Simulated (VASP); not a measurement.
Runs of VASP 6.6.1 on Mg. The structure is that of space group I4/mmm (No. 139), or close to it. The cells are those of the table. 

```tsv
cell	gap on the mesh (eV)	pressure (GPa)
a = 3.033 Å, angles 105.5, 105.5, 117.7°, 1 atom	none	3.7
a = 3.224 Å, angles 104.9, 104.9, 119.0°, 1 atom	none	-2.5
a = 3.190 Å, angles 104.0, 104.0, 121.1°, 1 atom	none	(b)
a = 3.051 Å, angles 104.0, 104.0, 121.1°, 1 atom	none	4.3
a = 3.194 Å, angles 108.0, 108.0, 112.6°, 1 atom	none	-2.7
a = 3.295 Å, angles 106.8, 106.8, 114.9°, 1 atom	none	-4.3
a = 3.137 Å, angles 104.5, 104.5, 120.0°, 1 atom	none	0.2
a = 3.157 Å, angles 103.1, 103.1, 123.2°, 1 atom	none	(a)
a = 3.208 Å, angles 106.4, 106.4, 115.8°, 1 atom	none	-2.7
a = 3.174 Å, angles 111.2, 111.2, 106.0°, 1 atom	none	-2.2
a = 3.069 Å, angles 106.5, 106.5, 115.5°, 1 atom	none	1.5
a = 3.259 Å, angles 105.9, 105.9, 116.9°, 1 atom	none	-3.6
```

Alike in all rows: task single point; level PBE; potentials or basis VASP PAW PBE potentials, release 64 (Mg); no spin polarisation; k mesh 18 × 18 × 18; cutoff (eV) 520; smearing gaussian 0.15 eV.

Q: Fill in the values left out.

A: (a) 0.9; (b) -1.1.

A gap of «none» marks levels without a gap at the run's occupations.
